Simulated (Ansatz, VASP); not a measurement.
**One calculation of SnO, two programs**

The input INCAR:

```
SYSTEM = SnO
  ALGO = Normal
  EDIFF = 1E-8
  ENCUT = 520
  GGA = PE
  ISIF = 2
  ISMEAR = -1
  LASPH = .TRUE.
  LCHARG = .FALSE.
  LEFG = .TRUE.
  LREAL = .FALSE.
  LWAVE = .FALSE.
  NBANDS = 17
  NELM = 100
  PREC = Accurate
  SIGMA = 0.08
```

The input KPOINTS:

```
k-points
0
G
  12 12 12
  0 0 0
```

POSCAR

```
SnO
1.0
    0.0000000000      2.7192205009      2.7192205009
    2.7192205009      0.0000000000      2.7192205009
    2.7192205009      2.7192205009      0.0000000000
Sn O
1 1
Direct
    0.0000000000      0.0000000000      0.0000000000
    0.2500000000      0.2500000000      0.2500000000
```

Input for Ansatz:

```yaml
crystal:
  lattice:
    - [0.0, 2.7192205009, 2.7192205009]
    - [2.7192205009, 0.0, 2.7192205009]
    - [2.7192205009, 2.7192205009, 0.0]
  atoms:
    - { symbol: Sn, position: [0.0, 0.0, 0.0] }
    - { symbol: O, position: [0.25, 0.25, 0.25] }
kpoints:
  mp_grid: { grid: [12, 12, 12] }
scf:
  occupations: { method: fermi_dirac, width: 0.08 }
hamiltonian:
  xc: pbe
  pseudopotentials: { kind: paw }
output:
  forces: true
  stress: true
  eigenvalues: true
  efg: { contact_densities: true }
```

Change from the starting cell: volume scaled by 0.98, PAW files.

Alike in both runs: task electric field gradients; functional PBE; k mesh 12 × 12 × 12; occupations fermi-dirac, width 0.08 eV; no spin polarisation.

```csv
,VASP,Ansatz
version,VASP 6.6.1,Ansatz 0.2.0
potentials or method,"VASP PAW PBE potentials, release 64 (Sn_d, O)","PAW with Ansatz's default frozen-core files, scalar-relativistic"
plane-wave cutoff (eV),520,420
valence electrons in the cell,20,20
```

```csv
,VASP,Ansatz,Ansatz less VASP
pressure (GPa),1.3,1.3,-0.03
```
